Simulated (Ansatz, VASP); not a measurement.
**OsAu: VASP beside Ansatz**

INCAR

```
SYSTEM = OsAu
PREC = Accurate ; ENCUT = 520
EDIFF = 1E-7 ; ISMEAR = 0
SIGMA = 0.1 ; LREAL = .FALSE.
LASPH = .TRUE. ; NELM = 60
ALGO = Normal ; ISIF = 2
LWAVE = .FALSE. ; LCHARG = .FALSE.
GGA = PE ; NBANDS = 27
```

File KPOINTS:

```
regular mesh
0
G
  6 6 4
  0 0 0
```

File POSCAR:

```
OsAu
1.0
    3.4306324000      0.0000000000      0.0000000000
    0.0000000000      3.4306324000      0.0000000000
    0.0000000000      0.0000000000      4.8186956700
Os Au
2 2
Direct
    0.0000000000      0.0000000000      0.0000000000
    0.5000000000      0.5000000000      0.0000000000
    0.0000000000      0.5000000000      0.2913000000
    0.5000000000      0.0000000000      0.7087000000
```

Input for Ansatz:

```yaml
crystal:
  lattice:
    - [3.4306324, 0.0, 0.0]
    - [0.0, 3.4306324, 0.0]
    - [0.0, 0.0, 4.81869567]
  atoms:
    - { symbol: Os, position: [0.0, 0.0, 0.0] }
    - { symbol: Os, position: [0.5, 0.5, 0.0] }
    - { symbol: Au, position: [0.0, 0.5, 0.2913] }
    - { symbol: Au, position: [0.5, 0.0, 0.7087] }
basis:
  ecutwfc: 420
kpoints:
  mp_grid: { grid: [6, 6, 4] }
hamiltonian:
  xc: pbe
scf:
  occupations: { method: gaussian, width: 0.1 }
  lower_state_search: "off"
output:
  forces: true
  stress: true
  eigenvalues: true
```

Change from the starting cell: species swapped into the CuI type (P4/nmm, No. 129).

Alike in both runs: task single point; functional PBE; k mesh 6 × 6 × 4; occupations gaussian, width 0.1 eV; no spin polarisation.

|  | VASP | Ansatz |
| --- | --- | --- |
| version | VASP 6.6.1 | Ansatz 0.2.0 |
| potentials or method | VASP PAW PBE potentials, release 64 (Os, Au), cutoff 520 eV | scalar-relativistic, plane waves, PAW |
| valence electrons in the cell | 38 | 70 |

|  | VASP | Ansatz | Ansatz less VASP |
| --- | --- | --- | --- |
| gap on the k mesh at the Fermi level (eV) | none | none | - |
| rms of the force components (eV/Å) | 10.364 | 10.416 | +0.0514 |

Atom by atom the forces differ by 0.051 eV/Å (rms over components). A gap of «none» marks a metal or a gap that the smearing closes. VASP's potentials hold 38 valence electrons a cell and Ansatz's 70, so a difference there can come from the potentials and not from the codes.

Neither program's run includes spin-orbit coupling.
